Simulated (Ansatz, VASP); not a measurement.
## One calculation of Bi, two programs

The input INCAR:

```
SYSTEM = Bi
PREC = Accurate ; ENCUT = 520
EDIFF = 1E-7 ; ISMEAR = -1
SIGMA = 0.05 ; LREAL = .False.
LASPH = .True. ; NELM = 80
ALGO = Normal ; ISIF = 2
LWAVE = .False. ; LCHARG = .False.
NBANDS = 14
```

KPOINTS

```
regular mesh
0
Gamma
  12 12 12
  0 0 0
```

POSCAR

```
Bi
1.0
    2.8117607109      0.0000000000      0.0000000000
    0.0000000000      2.8117607109      0.0000000000
    0.0000000000      0.0000000000      2.8117607109
Bi
1
Direct
    0.0000000000      0.0000000000      0.0000000000
```

Input for Ansatz:

```yaml
crystal:
  lattice:
    - [2.8117607109, 0.0, 0.0]
    - [0.0, 2.8117607109, 0.0]
    - [0.0, 0.0, 2.8117607109]
  atoms:
    - { symbol: Bi, position: [0.0, 0.0, 0.0] }
kpoints:
  mp_grid: { grid: [12, 12, 12] }
scf:
  occupations: { method: fermi_dirac, width: 0.05 }
hamiltonian:
  xc: lda
  pseudopotentials: { kind: all_electron, lapw: { basis_error: 0.001 } }
output:
  forces: true
  stress: true
  eigenvalues: true
  populations: true
```

Change from the starting cell: volume scaled by 0.68, LAPW.

Alike in both runs: task single point; functional LDA; k mesh 12 × 12 × 12; occupations fermi-dirac, width 0.05 eV; no spin polarisation.

|  | VASP | Ansatz |
| --- | --- | --- |
| version | VASP 6.6.1 | Ansatz 0.2.0 |
| potentials or method | VASP PAW LDA potentials, release 64 (Bi_d), cutoff 520 eV | all-electron LAPW, scalar-relativistic |

VASP gave:

```
pressure (GPa) : 53.7
```

What did Ansatz give for the same quantities?

Pressure (GPa): 53.2.

LDA's correlation is that of Perdew and Zunger in VASP and of Perdew and Wang (1992) in Ansatz. Both programs put the cell under a high pressure, so it lies far from rest at this level. Ansatz ran all-electron here, and VASP with PAW potentials.

Neither program's run includes spin-orbit coupling.
